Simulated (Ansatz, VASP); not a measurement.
**One calculation of InH, two programs**

```
In H
1.0
     3.78865    0.00000    0.00000
     0.00000    3.78865    0.00000
     0.00000    0.00000    4.71088
In H
2 2
Direct
  0.00000 0.50000 0.27007
  0.50000 0.00000 0.72993
  0.00000 0.00000 0.00000
  0.50000 0.50000 0.00000
```

Alike in both runs: functional PBE; k mesh 6 × 6 × 4; occupations gaussian, width 0.1 eV; no spin polarisation.

Ansatz relaxed the structure, and its values are those at the end. VASP's run is a single point on that final structure, the one shown.

|  | VASP | Ansatz |
| --- | --- | --- |
| version | VASP 6.6.1 | Ansatz 0.2.0 |
| potentials or method | VASP PAW PBE potentials, release 64 (In_d, H), cutoff 520 eV | scalar-relativistic, plane waves, PAW |
| valence electrons in the cell | 28 | 28 |

Ansatz gave:

```
gap on the k mesh at the Fermi level (eV) : none
pressure (GPa)                            : -0.2
rms of the force components (eV/Å)        : 0.008
```

Q: Estimate VASP's values.

A: gap on the k mesh at the Fermi level (eV): none; pressure (GPa): -0.3; rms of the force components (eV/Å): 0.009.

A gap of «none» marks a metal or a gap that the smearing closes.
